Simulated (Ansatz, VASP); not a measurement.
**One calculation of Si2C, two programs**

```
CELL_PARAMETERS angstrom
3.48450 0.00000 0.00000
0.00000 3.48450 0.00000
0.00000 0.00000 2.90907
ATOMIC_POSITIONS crystal
Si 0.50000 0.00000 0.50000
Si 0.00000 0.50000 0.50000
C 0.00000 0.00000 0.00000
```

Alike in both runs: functional PBE; k mesh 14 × 14 × 16; occupations gaussian, width 0.1 eV; no spin polarisation.

Ansatz relaxed the structure, and its values are those at the end. VASP's run is a single point on that final structure, the one shown.

```csv
,VASP,Ansatz
version,VASP 6.6.1,Ansatz 0.2.0
potentials or method,"VASP PAW PBE potentials, release 64 (Si, C), cutoff 520 eV","scalar-relativistic, plane waves, PAW"
valence electrons in the cell,12,12
```

|  | VASP | Ansatz | Ansatz less VASP |
| --- | --- | --- | --- |
| gap on the k mesh at the Fermi level (eV) | none | none | - |
| pressure (GPa) | 0.0 | 0.0 | +0.01 |

A gap of «none» marks a metal or a gap that the smearing closes.
